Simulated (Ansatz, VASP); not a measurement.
# Two plane-wave programs on Cu

Contents of INCAR:

```
  PREC = Accurate
  ENCUT = 600
  EDIFF = 1E-6
  ISMEAR = 0
  SIGMA = 0.1
  LREAL = F
  LASPH = T
  NELM = 80
  ALGO = Fast
  ISIF = 3
  LWAVE = F
  LCHARG = F
  GGA = PE
  IBRION = 2
  NSW = 100
  EDIFFG = -0.01
```

KPOINTS

```
regular mesh
0
Gamma
  26 26 26
```

The input POSCAR:

```
Cu
1.0
    0.0000000000      1.8181149182      1.8181149182
    1.8181149182      0.0000000000      1.8181149182
    1.8181149182      1.8181149182      0.0000000000
Cu
1
Direct
    0.5000000000      0.5000000000      0.5000000000
```

Input for Ansatz:

```yaml
crystal:
  lattice:
    - [0.0, 1.8181149182, 1.8181149182]
    - [1.8181149182, 0.0, 1.8181149182]
    - [1.8181149182, 1.8181149182, 0.0]
  atoms:
    - { symbol: Cu, position: [0.5, 0.5, 0.5] }
basis:
  ecutwfc: 420
kpoints:
  mp_grid: { grid: [26, 26, 26] }
hamiltonian:
  xc: pbe
scf:
  occupations: { method: gaussian, width: 0.1 }
output:
  forces: true
  stress: true
  eigenvalues: true
relax:
  adjacent_minimum: "off"
  f_tol: 0.01
  max_steps: 80
  cell: { stress_tol: 0.05 }
```

Alike in both runs: task relaxation of cell and atoms; functional PBE; k mesh 26 × 26 × 26; occupations gaussian, width 0.1 eV; no spin polarisation.

|  | VASP | Ansatz |
| --- | --- | --- |
| version | VASP 6.6.1 | Ansatz 0.2.0 |
| potentials or method | VASP PAW PBE potentials, release 64 (Cu), cutoff 600 eV | scalar-relativistic, plane waves, PAW |
| valence electrons in the cell | 11 | 19 |

```tsv
	VASP	Ansatz	Ansatz less VASP
gap on the k mesh at the Fermi level, each at its own relaxed structure (eV)	none	none	-
relaxed volume (Å³/atom)	12.02	11.95	-0.065
relaxed length of the cell vector where the two differ most in proportion (Å)	2.571	2.567	-0.0046
```

A gap of «none» marks a metal or a gap that the smearing closes. VASP's potentials hold 11 valence electrons a cell and Ansatz's 19, so a difference there can come from the potentials and not from the codes.

Noted on VASP's run: the relaxation stopped at its first step, so nothing moved.
